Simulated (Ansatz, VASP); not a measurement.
Two plane-wave programs on CdSe

POSCAR

```
CdSe
1.0
    0.0000000000      3.0075950161      3.0075950161
    3.0075950161      0.0000000000      3.0075950161
    3.0075950161      3.0075950161      0.0000000000
Cd Se
1 1
Direct
    0.0000000000      0.0000000000      0.0000000000
    0.2500000000      0.2500000000      0.2500000000
```

Contents of INCAR.step1:

```
PREC     = Accurate       # precision mode
ENCUT    = 520            # plane-wave cutoff, eV
EDIFF    = 1E-5           # SCF threshold, eV
ISMEAR   = -1             # smearing method
SIGMA    = 0.05           # smearing width, eV
LREAL    = F              # projectors in reciprocal space
LASPH    = T              # aspherical terms in the spheres
NELM     = 100            # most SCF steps
ALGO     = Normal         # electronic algorithm
ISIF     = 2              # what is computed and relaxed
LWAVE    = T              # write WAVECAR
LCHARG   = F              # write CHGCAR
NBANDS   = 16             # bands
GGA      = PE             # functional
```

INCAR.step2

```
PREC     = Accurate       # precision mode
ENCUT    = 520            # plane-wave cutoff, eV
EDIFF    = 1E-6           # SCF threshold, eV
ISMEAR   = -1             # smearing method
SIGMA    = 0.05           # smearing width, eV
LREAL    = F              # projectors in reciprocal space
LASPH    = T              # aspherical terms in the spheres
NELM     = 100            # most SCF steps
ALGO     = Normal         # electronic algorithm
ISIF     = 2              # what is computed and relaxed
LWAVE    = F              # write WAVECAR
LCHARG   = F              # write CHGCAR
METAGGA  = R2SCAN         # meta-GGA
LHFCALC  = T              # exact exchange
AEXX     = 0.1            # exact-exchange fraction
LMIXTAU  = T            
PRECFOCK = Normal       
NBANDS   = 16             # bands
ISTART   = 1
```

Contents of KPOINTS:

```
Automatic mesh
0
Gamma
  4 4 4
```

The input input.yaml:

```yaml
crystal:
  lattice:
    - [0.0, 3.0075950161, 3.0075950161]
    - [3.0075950161, 0.0, 3.0075950161]
    - [3.0075950161, 3.0075950161, 0.0]
  atoms:
    - { symbol: Cd, position: [0.0, 0.0, 0.0] }
    - { symbol: Se, position: [0.25, 0.25, 0.25] }
hamiltonian:
  xc: r2scanh
  pseudopotentials: { kind: paw }
kpoints:
  mp_grid: { grid: [4, 4, 4] }
scf:
  occupations: { method: fermi_dirac, width: 0.05 }
output:
  forces: true
  stress: true
  eigenvalues: true
```

Alike in both runs: task single point; functional r2SCANh; k mesh 4 × 4 × 4; occupations fermi-dirac, width 0.05 eV; no spin polarisation.

|  | VASP | Ansatz |
| --- | --- | --- |
| version | VASP 6.6.1 | Ansatz 0.2.0 |
| potentials or method | VASP PAW PBE potentials, release 64 (Cd, Se) | Ansatz PAW |
| plane-wave cutoff (eV) | 520 | 500 |
| valence electrons in the cell | 18 | 36 |

VASP gave:

| Property | Result |
| --- | --- |
| gap on the k mesh at the Fermi level (eV) | 1.73 |
| least direct gap on the mesh (eV) | 1.73 |
| pressure (GPa) | 3.6 |

Question: Which values does Ansatz return?

Answer: gap on the k mesh at the Fermi level (eV): 1.72; least direct gap on the mesh (eV): 1.72; pressure (GPa): 3.4.

VASP's potentials were made for PBE, not for r2SCANh. With one functional, cell and mesh, what is left measures potentials, basis and numerics. VASP's potentials hold 18 valence electrons a cell and Ansatz's 36, so a difference there can come from the potentials and not from the codes.

The k mesh is coarse, so the values compare programs but aren't converged.
